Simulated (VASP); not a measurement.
Y, 2 atoms in the cell. It takes space group Fd-3m (No. 227, cubic). Conventional cell: a = 7.050 Å, b = 7.050 Å, c = 7.050 Å, α = 90.00°, β = 90.00°, γ = 90.00°. Within 4.0 Å of Y (site symmetry -43m) lie 4 Y at 3.05 Å. This isn't the form of Y at room conditions, which is hcp.

| Item | Value |
| --- | --- |
| Program | VASP 6.6.1 |
| Task | single point |
| Functional | PBE |
| Potentials or basis | VASP PAW PBE potentials, release 64 (Y_sv) |
| Cutoff | 520 eV |
| k mesh | 8 × 8 × 8 |
| Occupations | fermi-dirac, width 0.05 eV |
| Spin | collinear spin |
| Starting moments | [1.0, 1.0] μB |
| Dipole correction | no |
| Further INCAR settings | ALGO = Normal; EDIFF = 1e-06; NBANDS = 22 |

Potentials or basis: VASP PAW PBE potentials, release 64 (Y_sv).

Run with:

```sh
$ cat potpaw_PBE.64/Y_sv/POTCAR > POTCAR
$ mpirun -np 1 vasp_std > vasp.out
```

Hardware: 1 thread of Intel Xeon 8259CL, on a shared host.

Q: How long does it take, and how much memory?

A: It took 3.8 min on 1 thread of Intel Xeon 8259CL, with other jobs on the host, peak memory 0.34 GiB. Counts: scf iterations 14, k points 29.
